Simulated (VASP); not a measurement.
# Cd (Fm-3m) in VASP: settings compared

Cd is run at these levels: PBE, LDA; tasks: single point.

Everything below comes from runs of VASP 6.6.1. Logs are shortened: lines on timing, memory, paths and dates and some standing lists are left out, and cuts for length are marked.

## 1. The cell of the first run

Symmetry: Fm-3m, No. 225, cubic system. The conventional cell has a = 4.436 Å, b = 4.436 Å, c = 4.436 Å, α = 90.00°, β = 90.00°, γ = 90.00°. Cd (site symmetry m-3m) has 12 Cd at 3.14 Å within 4.1 Å.

## 2. Single point, PBE, non-collinear spin, zero start, spin-orbit coupling

Contents of INCAR:

```
ALGO = Normal
EDIFF = 1E-6
ENCUT = 520
GGA = PE
GGA_COMPAT = F
ISIF = 2
ISMEAR = 1
LASPH = T
LCHARG = F
LNONCOLLINEAR = T
LORBIT = 11
LORBMOM = T
LREAL = F
LSORBIT = T
LWAVE = F
MAGMOM = 0 0 0
NBANDS = 23
NELM = 150
PREC = Accurate
SIGMA = 0.1
```

Contents of KPOINTS:

```
k-points
0
Gamma
  9 9 9
```

Contents of POSCAR:

```
Cd
1.0
    0.0000000000      2.2181497500      2.2181497500
    2.2181497500      0.0000000000      2.2181497500
    2.2181497500      2.2181497500      0.0000000000
Cd
1
Direct
    0.0000000000      0.0000000000      0.0000000000
```

Potentials or basis: VASP PAW PBE potentials, release 64 (Cd).

On the command line:

```sh
$ cat potpaw_PBE.64/Cd/POTCAR > POTCAR
$ mpirun -np 1 vasp_ncl > vasp.out
```

OUTCAR:

```text
EDIFF = 1E-6
   ENCUT = 520
   GGA = PE
   ISIF = 2
   ISMEAR = 1
   LASPH = T
   LNONCOLLINEAR = T
   LORBIT = 11
   LREAL = F
   LSORBIT = T
   NELM = 150
   PREC = Accurate

 ion  position               nearest neighbor table
   1  0.000  0.000  0.000-

  LATTYP: Found a face centered cubic cell.
 ALAT       =     4.4362995000

  Lattice vectors:

 A1 = (   0.0000000000,   2.2181497500,   2.2181497500)
 A2 = (   2.2181497500,   0.0000000000,   2.2181497500)
 A3 = (   2.2181497500,   2.2181497500,   0.0000000000)

Analysis of symmetry for initial positions (statically):
=====================================================================
 Subroutine PRICEL returns:
 Original cell was already a primitive cell.

 Routine SETGRP: Setting up the symmetry group for a
 face centered cubic supercell.

 Subroutine GETGRP returns: Found 48 space group operations
 (whereof 48 operations were pure point group operations)
 out of a pool of 48 trial point group operations.

The static configuration has the point symmetry O_h .

Analysis of symmetry for dynamics (positions and initial velocities):
=====================================================================
 Subroutine PRICEL returns:
 Original cell was already a primitive cell.

 Routine SETGRP: Setting up the symmetry group for a
 face centered cubic supercell.

 Subroutine GETGRP returns: Found 48 space group operations
 (whereof 48 operations were pure point group operations)
 out of a pool of 48 trial point group operations.

The dynamic configuration has the point symmetry O_h .

Analysis of structural, dynamic, and magnetic symmetry:
=====================================================================
 Subroutine PRICEL returns:
 Original cell was already a primitive cell.

 Routine SETGRP: Setting up the symmetry group for a
 face centered cubic supercell.

 Subroutine GETGRP returns: Found 48 space group operations
 (whereof 48 operations were pure point group operations)
 out of a pool of 48 trial point group operations.

The overall configuration has the point symmetry O_h .

 Subroutine INISYM returns: Found 48 space group operations
 (whereof 48 operations are pure point group operations),
 and found     1 'primitive' translations

----------------------------------------------------------------------------------------

                                     Primitive cell

  volume of cell :      21.8274

  direct lattice vectors                    reciprocal lattice vectors
     0.000000000  2.218149750  2.218149750    -0.225413095  0.225413095  0.225413095
     2.218149750  0.000000000  2.218149750     0.225413095 -0.225413095  0.225413095
     2.218149750  2.218149750  0.000000000     0.225413095  0.225413095 -0.225413095

  length of vectors
     3.136937460  3.136937460  3.136937460     0.390426933  0.390426933  0.390426933

  position of ions in fractional coordinates (direct lattice)
     0.000000000  0.000000000  0.000000000

  ion indices of the primitive-cell ions
   primitive index   ion index
                 1           1

----------------------------------------------------------------------------------------

 KPOINTS: k-points

Automatic generation of k-mesh.
 Grid dimensions read from file:
 generate k-points for:    9    9    9

 Generating k-lattice:

  Cartesian coordinates                     Fractional coordinates (reciprocal lattice)
    -0.025045899  0.025045899  0.025045899     0.111111111  0.000000000  0.000000000
     0.025045899 -0.025045899  0.025045899     0.000000000  0.111111111  0.000000000
     0.025045899  0.025045899 -0.025045899     0.000000000  0.000000000  0.111111111

  Length of vectors
     0.043380770  0.043380770  0.043380770

  Shift w.r.t. Gamma in fractional coordinates (k-lattice)
     0.000000000  0.000000000  0.000000000

 Subroutine IBZKPT returns following result:
[... 39 lines left out ...]
 SYSTEM =  unknown system
   PREC   = accura    normal or accurate (medium, high low for compatibility)
   ISTART =      0    job   : 0-new  1-cont  2-samecut
   ICHARG =      2    charge: 1-file 2-atom 10-const
   ISPIN  =      1    spin polarized calculation?
   LNONCOLLINEAR =      T non collinear calculations
   LSORBIT =      T    spin-orbit coupling
   LASPH  =      T    aspherical Exc in radial PAW
   ENCUT  =  520.0 eV  38.22 Ry    6.18 a.u.   5.83  5.83  5.83*2*pi/ulx,y,z
   NELM   =    150;   NELMIN=  2; NELMDL= -5     # of ELM steps
   EDIFF  = 0.1E-05   stopping-criterion for ELM
   LREAL  =      F    real-space projection
   EDIFFG = 0.1E-04   stopping-criterion for IOM
   NSW    =      0    number of steps for IOM
   IBRION =     -1    ionic relax: 0-MD 1-quasi-New 2-CG
   NFREE  =      0    steps in history (QN), initial steepest desc. (CG)
   ISIF   =      2    stress and relaxation
   ISYM   =      2    0-nonsym 1-usesym 2-fastsym
   POTIM  = 0.5000    time-step for ionic-motion
   TEBEG  =    0.0;   TEEND  =   0.0 temperature during run
   PSTRESS=    0.0 pullay stress
   NELECT =      12.0000    total number of electrons
   NUPDOWN=      -1.0000    fix difference up-down
   EMIN   =  10.00;   EMAX   =-10.00  energy-range for DOS
   EFERMI =   0.00;   METHOD = LEGACY
   ISMEAR =     1;   SIGMA  =   0.10  broadening in eV -4-tet -1-fermi 0-gaus
   EFERMI_NEDOS =   21; number of points for ismear=-14 and -15
   IALGO  =     38    algorithm
   IMIX   =      4    mixing-type and parameters
     AMIX     =   0.40;   BMIX     =  1.00
     AMIX_MAG =   1.60;   BMIX_MAG =  1.00
  volume/ion in A,a.u.               =      21.83       147.30
  Fermi-wavevector in a.u.,A,eV,Ry     =   1.341120  2.534350 24.471486  1.798604
  Thomas-Fermi vector in A             =   2.469379
   LORBIT       =     11    0 simple, 1 ext, 2 COOP (PROOUT), +10 PAW based schemes
   GGA     = PE    functional components
   LHFCALC =     F    Hartree Fock is set to
   AEXX    =    0.0000 exact exchange contribution
   IVDW    =     0    specifies the selected vdW correction
   LEPSILON=     F    determine dielectric tensor
   LRPA    =     F    only Hartree local field effects (RPA)
 Methfessel and Paxton  Order N= 1 SIGMA  =   0.10
  energy-cutoff  :      520.00
  volume of cell :       21.83
 maximum number of plane-waves:      1218
   NGX = 11   NGY = 11   NGZ = 11

 number of electron      12.0000000 magnetization       0.0000000      0.0000000      0.0000000

 number of electron      12.0000003 magnetization       0.0000000     -0.0000000     -0.0000000

 number of electron      12.0000003 magnetization      -0.0000000      0.0000000      0.0000000

 Free energy of the ion-electron system (eV)
  ---------------------------------------------------
  ext. energy  EPLUGINS =         0.00000000
  ---------------------------------------------------
  free energy    TOTEN  =        -0.75399519 eV

  energy without entropy =       -0.75344433  energy(sigma->0) =       -0.75381157

 E-fermi :   2.6813     XC(G=0): -10.9864

 val. band max:        2.6644808672   @ k =   0.4444   0.0000   0.0000
 cond. band min:       2.9737856560   @ k =  -0.3333   0.4444   0.2222
 fundamental gap:      0.3093047888
 Fermi energy:         2.6812777792

 k-point     1 :       0.0000    0.0000    0.0000
  band No.  band energies     occupation
      1      -6.5952      1.00000
      2      -6.5952      1.00000
      3      -6.5952      1.00000
      4      -6.5952      1.00000
      5      -6.0335      1.00000
      6      -6.0335      1.00000
[... 613 lines left out ...]
     22      13.9825      0.00000
     23      29.5804      0.00000

 [... further k-points ...]
[... 5 lines left out ...]
  --------------------------------------------------------------------------------------
  -------------------------------------------------------------------------------------
  Total        0.3382851      0.3382851      0.3382851      0.0000000     -0.0000000      0.0000000
  in kB       24.8308063     24.8308063     24.8308063      0.0000000     -0.0000000      0.0000000
  external PRESSURE =      24.8308063 kB  Pullay stress =       0.0000000 kB

 VOLUME and BASIS-vectors are now :
 -----------------------------------------------------------------------------
  energy-cutoff  :      520.00
  volume of cell :       21.83
      direct lattice vectors                 reciprocal lattice vectors
     0.000000000  2.218149750  2.218149750    -0.225413095  0.225413095  0.225413095
     2.218149750  0.000000000  2.218149750     0.225413095 -0.225413095  0.225413095
     2.218149750  2.218149750  0.000000000     0.225413095  0.225413095 -0.225413095

 POSITION                                       TOTAL-FORCE (eV/Angst)
 -----------------------------------------------------------------------------------
      0.00000      0.00000      0.00000         0.000000      0.000000     -0.000000
 -----------------------------------------------------------------------------------
    total drift:                               -0.000000      0.000000     -0.000000

  FREE ENERGIE OF THE ION-ELECTRON SYSTEM (eV)
  ---------------------------------------------------
  free  energy   TOTEN  =        -0.7539951922 eV

  energy  without entropy=       -0.7534443325  energy(sigma->0) =       -0.75381157

 orbital moment (x)

 # of ion     p       d       tot
 ----------------------------------------
  1         0.000   0.000   0.000
 ----------------------------------------
            0.000   0.000   0.000

 orbital moment (y)

 # of ion     p       d       tot
 ----------------------------------------
  1         0.000  -0.000  -0.000
 ----------------------------------------
            0.000  -0.000  -0.000

 orbital moment (z)

 # of ion     p       d       tot
 ----------------------------------------
  1         0.000   0.000   0.000
 ----------------------------------------
            0.000   0.000   0.000

 Spin-Orbit-Coupling matrix elements

 Ion:    1  E_soc:     -0.0583491
 l=   1
     0.0000000    -0.0025821    -0.0025821
    -0.0025821     0.0000000    -0.0025821
    -0.0025821    -0.0025821     0.0000000
 l=   2
     0.0000000    -0.0014064     0.0000000    -0.0014064    -0.0057363
    -0.0014064     0.0000000    -0.0043022    -0.0014064    -0.0014341
     0.0000000    -0.0043022     0.0000000    -0.0043022     0.0000000
    -0.0014064    -0.0014064    -0.0043022     0.0000000    -0.0014341
    -0.0057363    -0.0014341     0.0000000    -0.0014341     0.0000000
 l=   3
     0.0000000     0.0000000     0.0000000     0.0000000     0.0000000     0.0000000     0.0000000
     0.0000000     0.0000000     0.0000000     0.0000000     0.0000000     0.0000000     0.0000000
     0.0000000     0.0000000     0.0000000     0.0000000     0.0000000     0.0000000     0.0000000
     0.0000000     0.0000000     0.0000000     0.0000000     0.0000000     0.0000000     0.0000000
     0.0000000     0.0000000     0.0000000     0.0000000     0.0000000     0.0000000     0.0000000
     0.0000000     0.0000000     0.0000000     0.0000000     0.0000000     0.0000000     0.0000000
     0.0000000     0.0000000     0.0000000     0.0000000     0.0000000     0.0000000     0.0000000

 total charge

# of ion       s       p       d       tot
------------------------------------------
    1        0.539   0.281   9.489  10.309

 magnetization (x)

# of ion       s       p       d       tot
------------------------------------------
    1        0.000   0.000   0.000   0.000

 magnetization (y)

# of ion       s       p       d       tot
------------------------------------------
    1       -0.000   0.000  -0.000  -0.000

 magnetization (z)

# of ion       s       p       d       tot
------------------------------------------
    1       -0.000   0.000   0.000  -0.000
```

Run time: 20 s. Hardware: 1 thread of Intel Xeon Platinum 8375C at 2.90GHz (Ice Lake), shared host; peak memory 0.2 GiB.

What came out:

| Property | Result |
| --- | --- |
| Free energy | -0.7540 eV |
| Pressure | 2.5 GPa |
| Net moment | 0.00 μB per cell |
| Valence electrons inside the program's atomic spheres | Cd 10.31 |

Moments on the atoms (μB; x, y, z):
```
Cd  0.00 0.00 0.00
```

## 3. Single point, PBE, non-collinear spin, zero start, spin-orbit coupling

Contents of INCAR:

```
PREC = Accurate
ENCUT = 520
EDIFF = 1E-7
ISMEAR = 1
SIGMA = 0.1
LREAL = F
LASPH = T
NELM = 150
ALGO = Fast
ISIF = 2
LWAVE = F
LCHARG = T
MAGMOM = 0 0 0
LORBIT = 11
LSORBIT = T
GGA_COMPAT = F
LORBMOM = T
GGA = PE
LVHAR = T
NBANDS = 23
```

Contents of KPOINTS:

```
regular mesh
0
Gamma
  12 12 12
```

POSCAR is that of step 2.

Potentials or basis: VASP PAW PBE potentials, release 64 (Cd).

On the command line:

```sh
$ cat potpaw_PBE.64/Cd/POTCAR > POTCAR
$ mpirun -np 1 vasp_ncl > vasp.out
```

Run time: 46 s. Hardware: 1 thread of Intel Xeon Platinum 8375C at 2.90GHz (Ice Lake), shared host; peak memory 0.22 GiB.

It converged, with:

```
Free energy                                           : -0.7526 eV
Pressure                                              : 2.3 GPa
Net moment                                            : 0.00 μB per cell
Valence electrons inside the program's atomic spheres : Cd 10.31
```

Moments on the atoms (μB; x, y, z):
```
Cd  0.00 0.00 0.00
```

## 4. Single point, LDA

This run uses another cell than the first one, of 19.96 Å³/atom, 0.914 times its volume.

Contents of INCAR:

```
ALGO     = Normal         # electronic algorithm
EDIFF    = 1E-7           # SCF threshold, eV
ENCUT    = 520            # plane-wave cutoff, eV
GGA      = CA             # functional
ISIF     = 2              # what is computed and relaxed
ISMEAR   = 1              # smearing method
LASPH    = T              # aspherical terms in the spheres
LCHARG   = F              # write CHGCAR
LREAL    = F              # projectors in reciprocal space
LWAVE    = F              # write WAVECAR
NBANDS   = 12             # bands
NELM     = 100            # most SCF steps
PREC     = Accurate       # precision mode
SIGMA    = 0.2            # smearing width, eV
```

Contents of KPOINTS:

```
k-points
0
Gamma
  10 10 10
```

Contents of POSCAR:

```
Cd
1.0
    3.0448126189      0.0000000000      0.0000000000
    1.5224063095      2.6368850778      0.0000000000
    1.5224063095      0.8789616926      2.4860790929
Cd
1
Direct
    0.0000000000      0.0000000000      0.0000000000
```

Potentials or basis: VASP PAW LDA potentials, release 64 (Cd).

On the command line:

```sh
$ cat potpaw_LDA.64/Cd/POTCAR > POTCAR
$ mpirun -np 1 vasp_std > vasp.out
```

It took 3.6 s on 1 thread of Intel Xeon 6975P-C (Granite Rapids), shared host; peak memory 0.12 GiB.

The run converged. Its results:

```
Free energy            : -1.5018 eV
Pressure               : 0.6 GPa
Band gap on the k mesh : zero (band 6 reaches 4.39 eV, above the bottom of band 7 at 2.07 eV)
```

Levels at points of the mesh, in eV from the Fermi level:
```tsv
k point	band 2	band 3	band 4	band 5	band 6	band 7	band 8	band 9	band 10	band 11
(0.00, 0.00, 0.00)	-9.51	-9.51	-9.51	-8.95	-8.95	14.12	15.59	15.59	15.59	19.25
(0.50, 0.00, 0.00)	-9.50	-9.50	-8.49	-8.49	-2.86	-1.37	13.08	13.08	13.21	17.19
(0.50, 0.50, 0.00)	-10.23	-8.52	-8.38	-8.38	-1.23	1.53	6.87	6.87	11.65	11.80
```

## 5. Overview

```tsv
level	potentials or basis	spin	cell	k mesh	smearing	pressure (GPa)	moment (μB)
PBE	VASP PAW PBE potentials, release 64 (Cd)	non-collinear, zero start, SOC	a = 3.137 Å, angles 60.0°, 1 atom	9 × 9 × 9	methfessel-paxton 0.1 eV	2.5	0.00
PBE	VASP PAW PBE potentials, release 64 (Cd)	non-collinear, zero start, SOC	a = 3.137 Å, angles 60.0°, 1 atom	12 × 12 × 12	methfessel-paxton 0.1 eV	2.3	0.00
LDA	VASP PAW LDA potentials, release 64 (Cd)	off	a = 3.045 Å, angles 60.0°, 1 atom	10 × 10 × 10	methfessel-paxton 0.2 eV	0.6	-
```

Alike in all rows: task single point; cutoff (eV) 520.

Absolute energies hang on the potentials; compare differences alone.
